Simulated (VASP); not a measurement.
# Sn (Immm) in VASP: notebook

Sn is run at these levels: r2SCAN, LDA, PBE; tasks: single point.

Program: VASP 6.6.1. These are calculated values, not measurements. Logs are shortened: lines on timing, memory, paths and dates and some standing lists are left out, and cuts for length are marked.

## 1. The cell of the first run

Symmetry: Immm, No. 71, orthorhombic system. Conventional cell: a = 3.453 Å, b = 3.551 Å, c = 4.677 Å, α = 90.00°, β = 90.00°, γ = 90.00°. Sn (site symmetry mmm) has 12 Sn at 3.41 to 3.55 Å within 4.5 Å.

## 2. Single point, r2SCAN

POSCAR

```
Sn
1.0
   -1.7265390000      1.7755470000      2.3383420000
    1.7265390000     -1.7755470000      2.3383420000
    1.7265390000      1.7755470000     -2.3383420000
Sn
1
Direct
    0.0000000000      0.0000000000      0.0000000000
```

INCAR.step1

```
ALGO = Normal ; EDIFF = 1E-4
ENCUT = 520 ; GGA = PE
ISMEAR = -1 ; LASPH = True
LCHARG = False ; LREAL = False
LWAVE = True ; NBANDS = 13
NELM = 100 ; PREC = Accurate
SIGMA = 0.05
```

INCAR.step2

```
ALGO = Normal ; EDIFF = 1E-7
ENCUT = 520 ; ISIF = 2
ISMEAR = -1 ; ISTART = 1
LASPH = True ; LCHARG = False
LMIXTAU = True ; LREAL = False
LWAVE = False ; METAGGA = R2SCAN
NBANDS = 13 ; NELM = 100
PREC = Accurate ; SIGMA = 0.05
```

KPOINTS

```
k-points
0
Gamma
  11 11 11
```

Potentials or basis: VASP PAW PBE potentials, release 64 (Sn_d).

Started as:

```sh
$ cat potpaw_PBE.64/Sn_d/POTCAR > POTCAR
$ cp INCAR.step1 INCAR
$ mpirun -np 1 vasp_std > vasp.out
$ cp INCAR.step2 INCAR
$ mpirun -np 1 vasp_std > vasp.out
```

OUTCAR:

```text
EDIFF = 1E-7
   ENCUT = 520
   ISIF = 2
   ISMEAR = -1
   ISTART = 1
   LASPH = True
   LREAL = False
   METAGGA = R2SCAN
   NELM = 100
   PREC = Accurate

 ion  position               nearest neighbor table
   1  0.000  0.000  0.000-

  LATTYP: Found a body centered orthorhombic cell.
 ALAT       =     3.4530780000
 B/A-ratio  =     1.0283851103
 C/A-ratio  =     1.3543522620

  Lattice vectors:

 A1 = (  -1.7265390000,   1.7755470000,   2.3383420000)
 A2 = (   1.7265390000,  -1.7755470000,   2.3383420000)
 A3 = (   1.7265390000,   1.7755470000,  -2.3383420000)

Analysis of symmetry for initial positions (statically):
=====================================================================
 Subroutine PRICEL returns:
 Original cell was already a primitive cell.

 Routine SETGRP: Setting up the symmetry group for a
 body centered orthorhombic supercell.

 Subroutine GETGRP returns: Found  8 space group operations
 (whereof  8 operations were pure point group operations)
 out of a pool of  8 trial point group operations.

The static configuration has the point symmetry D_2h.

Analysis of symmetry for dynamics (positions and initial velocities):
=====================================================================
 Subroutine PRICEL returns:
 Original cell was already a primitive cell.

 Routine SETGRP: Setting up the symmetry group for a
 body centered orthorhombic supercell.

 Subroutine GETGRP returns: Found  8 space group operations
 (whereof  8 operations were pure point group operations)
 out of a pool of  8 trial point group operations.

The dynamic configuration has the point symmetry D_2h.

 Subroutine INISYM returns: Found  8 space group operations
 (whereof  8 operations are pure point group operations),
 and found     1 'primitive' translations

----------------------------------------------------------------------------------------

                                     Primitive cell

  volume of cell :      28.6732

  direct lattice vectors                    reciprocal lattice vectors
    -1.726539000  1.775547000  2.338342000     0.000000000  0.281603359  0.213826720
     1.726539000 -1.775547000  2.338342000     0.289596702  0.000000000  0.213826720
     1.726539000  1.775547000 -2.338342000     0.289596702  0.281603359  0.000000000

  length of vectors
     3.406075069  3.406075069  3.406075069     0.353584952  0.359983494  0.403938983

  position of ions in fractional coordinates (direct lattice)
     0.000000000  0.000000000  0.000000000

  ion indices of the primitive-cell ions
   primitive index   ion index
                 1           1

----------------------------------------------------------------------------------------

 KPOINTS: k-points

Automatic generation of k-mesh.
 Grid dimensions read from file:
 generate k-points for:   11   11   11

 Generating k-lattice:

  Cartesian coordinates                     Fractional coordinates (reciprocal lattice)
     0.000000000  0.025600305  0.019438793     0.090909091  0.000000000 -0.000000000
     0.026326973  0.000000000  0.019438793     0.000000000  0.090909091  0.000000000
     0.026326973  0.025600305  0.000000000    -0.000000000  0.000000000  0.090909091

  Length of vectors
     0.032144087  0.032725772  0.036721726

  Shift w.r.t. Gamma in fractional coordinates (k-lattice)
     0.000000000  0.000000000  0.000000000

 Subroutine IBZKPT returns following result:
 ===========================================

 Found    216 irreducible k-points:

 Following reciprocal coordinates:
            Coordinates               Weight
  0.000000  0.000000  0.000000      1.000000
  0.090909  0.000000  0.000000      4.000000
  0.181818 -0.000000  0.000000      4.000000
  0.272727  0.000000  0.000000      4.000000
  0.363636 -0.000000  0.000000      4.000000
  0.454545  0.000000  0.000000      4.000000
[... 16 lines left out ...]
  0.454545  0.181818  0.000000      8.000000
 -0.454545  0.181818  0.000000      8.000000
 [... further k-points ...]
   k-points           NKPTS =    216   k-points in BZ     NKDIM =    216   number of bands    NBANDS=     13
   number of dos      NEDOS =    301   number of ions     NIONS =      1
   total plane-waves  NPLWV =  21952
   dimension x,y,z NGX =    28 NGY =   28 NGZ =   28
   dimension x,y,z NGXF=    56 NGYF=   56 NGZF=   56
   ions per type =               1
   NGX,Y,Z   is equivalent  to a cutoff of  13.67, 13.67, 13.67 a.u.
   NGXF,Y,Z  is equivalent  to a cutoff of  27.33, 27.33, 27.33 a.u.
 SYSTEM =  unknown system
   PREC   = accura    normal or accurate (medium, high low for compatibility)
   ISTART =      1    job   : 0-new  1-cont  2-samecut
   ICHARG =      0    charge: 1-file 2-atom 10-const
   ISPIN  =      1    spin polarized calculation?
   LNONCOLLINEAR =      F non collinear calculations
   LSORBIT =      F    spin-orbit coupling
   LASPH  =      T    aspherical Exc in radial PAW
   ENCUT  =  520.0 eV  38.22 Ry    6.18 a.u.   6.33  6.33  6.33*2*pi/ulx,y,z
   NELM   =    100;   NELMIN=  2; NELMDL=  0     # of ELM steps
   EDIFF  = 0.1E-06   stopping-criterion for ELM
   LREAL  =      F    real-space projection
   EDIFFG = 0.1E-05   stopping-criterion for IOM
   NSW    =      0    number of steps for IOM
   IBRION =     -1    ionic relax: 0-MD 1-quasi-New 2-CG
   NFREE  =      0    steps in history (QN), initial steepest desc. (CG)
   ISIF   =      2    stress and relaxation
   ISYM   =      2    0-nonsym 1-usesym 2-fastsym
   POTIM  = 0.5000    time-step for ionic-motion
   TEBEG  =    0.0;   TEEND  =   0.0 temperature during run
   PSTRESS=    0.0 pullay stress
   NELECT =      14.0000    total number of electrons
   NUPDOWN=      -1.0000    fix difference up-down
   EMIN   =  10.00;   EMAX   =-10.00  energy-range for DOS
   EFERMI =   0.00;   METHOD = LEGACY
   ISMEAR =    -1;   SIGMA  =   0.05  broadening in eV -4-tet -1-fermi 0-gaus
   EFERMI_NEDOS =   21; number of points for ismear=-14 and -15
   IALGO  =     38    algorithm
   IMIX   =      4    mixing-type and parameters
     AMIX     =   0.40;   BMIX     =  1.00
     AMIX_MAG =   1.60;   BMIX_MAG =  1.00
  volume/ion in A,a.u.               =      28.67       193.50
  Fermi-wavevector in a.u.,A,eV,Ry     =   1.289116  2.436076 22.610433  1.661820
  Thomas-Fermi vector in A             =   2.421028
   LORBIT       =      0    0 simple, 1 ext, 2 COOP (PROOUT), +10 PAW based schemes
   METAGGA = R2SCAN    functional components
   LHFCALC =     F    Hartree Fock is set to
   AEXX    =    0.0000 exact exchange contribution
   IVDW    =     0    specifies the selected vdW correction
   LEPSILON=     F    determine dielectric tensor
   LRPA    =     F    only Hartree local field effects (RPA)
 non-spin polarized calculation
  energy-cutoff  :      520.00
  volume of cell :       28.67
 maximum number of plane-waves:       788
 NGX is ok and might be reduce to    28
   NGX = 13   NGY = 13   NGZ = 13

 number of electron      13.9999998 magnetization

 Free energy of the ion-electron system (eV)
  ---------------------------------------------------
  ext. energy  EPLUGINS =         0.00000000
  ---------------------------------------------------
  free energy    TOTEN  =       -24.49994923 eV

  energy without entropy =      -24.49636687  energy(sigma->0) =      -24.49815805

 E-fermi :   7.4483     XC(G=0): -10.9891

 val. band max:        7.3912318309   @ k =   0.1818   0.1818   0.1818
 cond. band min:       7.4631507336   @ k =   0.4545   0.2727   0.0909
 fundamental gap:      0.0719189027
 Fermi energy:         7.4483057661

 k-point     1 :       0.0000    0.0000    0.0000
  band No.  band energies     occupation
      1     -14.8100      2.00000
      2     -14.7932      2.00000
      3     -14.7736      2.00000
      4     -14.7430      2.00000
      5     -14.7022      2.00000
      6      -3.8744      2.00000
      7      14.9224      0.00000
      8      15.0679      0.00000
      9      15.5151      0.00000
     10      18.7458      0.00000
     11      19.0731      0.00000
     12      19.7069      0.00000
     13      19.7836      0.00000

 k-point     2 :       0.0909    0.0000    0.0000
  band No.  band energies     occupation
      1     -14.8060      2.00000
      2     -14.7873      2.00000
      3     -14.7722      2.00000
      4     -14.7411      2.00000
      5     -14.7031      2.00000
      6      -3.7052      2.00000
      7      13.2700      0.00000
      8      14.8556      0.00000
      9      15.1756      0.00000
     10      18.0378      0.00000
     11      19.7790      0.00000
     12      20.2266      0.00000
     13      21.4272      0.00000

 k-point     3 :       0.1818   -0.0000    0.0000
  band No.  band energies     occupation
      1     -14.7980      2.00000
      2     -14.7803      2.00000
      3     -14.7689      2.00000
      4     -14.7269      2.00000
      5     -14.7026      2.00000
      6      -3.1976      2.00000
      7      10.4065      0.00000
      8      14.4827      0.00000
      9      14.5169      0.00000
     10      17.7084      0.00000
     11      20.2162      0.00000
     12      20.3037      0.00000
     13      21.2703      0.00000

 k-point     4 :       0.2727    0.0000    0.0000
  band No.  band energies     occupation
      1     -14.7933      2.00000
      2     -14.7835      2.00000
      3     -14.7678      2.00000
      4     -14.6957      2.00000
      5     -14.6936      2.00000
      6      -2.3563      2.00000
      7       7.6094      0.07677
      8      13.8053      0.00000
      9      14.1830      0.00000
     10      17.5666      0.00000
     11      19.2922      0.00000
     12      19.4843      0.00000
     13      21.1198      0.00000

 k-point     5 :       0.3636   -0.0000    0.0000
  band No.  band energies     occupation
      1     -14.7930      2.00000
      2     -14.7902      2.00000
      3     -14.7709      2.00000
      4     -14.6779      2.00000
      5     -14.6630      2.00000
      6      -1.2112      2.00000
      7       5.1145      2.00000
      8      13.2991      0.00000
      9      13.9437      0.00000
     10      17.5998      0.00000
     11      18.5904      0.00000
     12      18.7424      0.00000
     13      20.0357      0.00000
[... 257 lines left out ...]
 k-point    22 :       0.3636    0.1818    0.0000
  band No.  band energies     occupation
      1     -14.7974      2.00000
      2     -14.7659      2.00000
      3     -14.7433      2.00000
      4     -14.6831      2.00000
      5     -14.6669      2.00000
      6       0.3008      2.00000
      7       4.2264      2.00000
      8       9.0934      0.00000
      9      12.7873      0.00000
     10      16.2990      0.00000
     11      20.2117      0.00000
     12      21.2394      0.00000
     13      23.5386      0.00000

 k-point    23 :       0.4545    0.1818    0.0000
  band No.  band energies     occupation
      1     -14.8048      2.00000
      2     -14.7628      2.00000
      3     -14.7419      2.00000
      4     -14.6865      2.00000
      5     -14.6550      2.00000
      6       0.8131      2.00000
      7       3.5275      2.00000
      8       9.4228      0.00000
      9      12.1703      0.00000
     10      15.6637      0.00000
     11      20.5283      0.00000
     12      21.8708      0.00000
     13      23.6529      0.00000

 k-point    24 :      -0.4545    0.1818    0.0000
  band No.  band energies     occupation
      1     -14.8109      2.00000
      2     -14.7683      2.00000
      3     -14.7374      2.00000
      4     -14.6957      2.00000
      5     -14.6529      2.00000
      6      -0.2740      2.00000
      7       5.0801      2.00000
      8      10.0722      0.00000
      9      11.8375      0.00000
     10      15.3585      0.00000
     11      20.6283      0.00000
     12      21.6730      0.00000
     13      23.1378      0.00000

 [... further k-points ...]
[... 5 lines left out ...]
  --------------------------------------------------------------------------------------
  -------------------------------------------------------------------------------------
  Total       -0.2903424     -0.5523334     -0.3396001      0.0000000      0.0000000      0.0000000
  in kB      -16.2234960    -30.8627993    -18.9758722      0.0000000      0.0000000      0.0000000
  external PRESSURE =     -22.0207225 kB  Pullay stress =       0.0000000 kB

 VOLUME and BASIS-vectors are now :
 -----------------------------------------------------------------------------
  energy-cutoff  :      520.00
  volume of cell :       28.67
      direct lattice vectors                 reciprocal lattice vectors
    -1.726539000  1.775547000  2.338342000     0.000000000  0.281603359  0.213826720
     1.726539000 -1.775547000  2.338342000     0.289596702  0.000000000  0.213826720
     1.726539000  1.775547000 -2.338342000     0.289596702  0.281603359  0.000000000

 POSITION                                       TOTAL-FORCE (eV/Angst)
 -----------------------------------------------------------------------------------
      0.00000      0.00000      0.00000        -0.000000      0.000000     -0.000000
 -----------------------------------------------------------------------------------
    total drift:                                0.000000      0.000000      0.000000

  FREE ENERGIE OF THE ION-ELECTRON SYSTEM (eV)
  ---------------------------------------------------
  free  energy   TOTEN  =       -24.4999492303 eV

  energy  without entropy=      -24.4963668724  energy(sigma->0) =      -24.49815805
```

Wall time 3.4 min (1 thread of AMD EPYC 9R45 (Zen 5), shared host); peak memory 0.19 GiB.

Results:

| Property | Result |
| --- | --- |
| Free energy | -24.4999 eV |
| Pressure | -2.2 GPa |
| Band gap on the k mesh | zero (band 7 reaches 14.92 eV, above the bottom of band 8 at 5.60 eV) |

Caveat: the PAW data sets were made with another functional, which shifts forces and pressure a little; spin-orbit coupling is left out, which moves the levels of the heavy elements.

## 3. Single point, LDA

INCAR

```
SYSTEM = Sn
PREC = Accurate
ENCUT = 520
EDIFF = 1E-6
ISMEAR = -1
SIGMA = 0.05
LREAL = .False.
LASPH = .True.
NELM = 80
ALGO = Fast
ISIF = 2
LWAVE = .False.
LCHARG = .False.
NBANDS = 13
```

KPOINTS

```
regular mesh
0
Gamma
  11 11 11
  0 0 0
```

POSCAR is that of step 2.

Potentials or basis: VASP PAW LDA potentials, release 64 (Sn_d).

Started as:

```sh
$ cat potpaw_LDA.64/Sn_d/POTCAR > POTCAR
$ mpirun -np 1 vasp_std > vasp.out
```

It took 2.6 min on 1 thread of Intel Xeon 8259CL, shared host; peak memory 0.2 GiB.

Results (log left out):

```yaml
Free_energy: -4.4015 eV
Pressure: -4.8 GPa
Band_gap_on_the_k_mesh: zero (band 7 reaches 14.15 eV, above the bottom of band 8 at 5.49 eV)
```

Stress tensor (GPa, compression positive):
```
-4.17  0.00  0.00
 0.00 -5.75  0.00
 0.00  0.00 -4.40
```

Levels at points of the mesh, in eV from the Fermi level:
| k point | band 4 | band 5 | band 6 | band 7 | band 8 | band 9 | band 10 | band 11 |
| --- | --- | --- | --- | --- | --- | --- | --- | --- |
| (0.00, 0.00, 0.00) | -21.39 | -21.35 | -10.78 | 6.91 | 7.06 | 7.45 | 10.73 | 11.20 |

Caveat: spin-orbit coupling is left out, which moves the levels of the heavy elements.

## 4. Single point, PBE

INCAR

```
PREC = Accurate
ENCUT = 520
EDIFF = 1E-6
ISMEAR = -1
SIGMA = 0.05
LREAL = False
LASPH = True
NELM = 100
ALGO = Fast
ISIF = 2
LWAVE = False
LCHARG = True
GGA = PE
LELF = True
LVHAR = True
NBANDS = 13
```

KPOINTS

```
Automatic mesh
0
Gamma
  11 11 11
```

POSCAR is that of step 3.

Potentials or basis: VASP PAW PBE potentials, release 64 (Sn_d).

Started as:

```sh
$ cat potpaw_PBE.64/Sn_d/POTCAR > POTCAR
$ mpirun -np 1 vasp_std > vasp.out
```

Run time: 93 s. Hardware: 1 thread of Intel Xeon Platinum 8259CL at 2.50GHz (Skylake/Cascade Lake), shared host; peak memory 0.21 GiB.

The run converged. Its results:

```
Free energy            : -3.7880 eV
Pressure               : -1.0 GPa
Band gap on the k mesh : zero (band 7 reaches 14.54 eV, above the bottom of band 8 at 5.75 eV)
```

Stress tensor (GPa, compression positive):
```
-0.36  0.00  0.00
 0.00 -2.05  0.00
 0.00  0.00 -0.64
```

Levels at points of the mesh, in eV from the Fermi level:
```csv
k point,band 5,band 6,band 7,band 8,band 9,band 10
"(0.00, 0.00, 0.00)",-21.47,-10.76,7.03,7.17,7.58,10.61
```

Caveat: spin-orbit coupling is left out, which moves the levels of the heavy elements.

## 5. Summary

```csv
level,potentials or basis,gap on the mesh (eV),pressure (GPa)
r2SCAN,"VASP PAW PBE potentials, release 64 (Sn_d)",none,-2.2
LDA,"VASP PAW LDA potentials, release 64 (Sn_d)",none,-4.8
PBE,"VASP PAW PBE potentials, release 64 (Sn_d)",none,-1.0
```

Alike in all rows: task single point; no spin polarisation; cell as given; k mesh 11 × 11 × 11; cutoff (eV) 520; smearing fermi-dirac 0.05 eV.

Caveats: spin-orbit coupling is left out, which moves the levels of the heavy elements; the PAW data sets were made with another functional, which shifts forces and pressure a little (some runs).

Absolute energies hang on the potentials; compare differences alone.
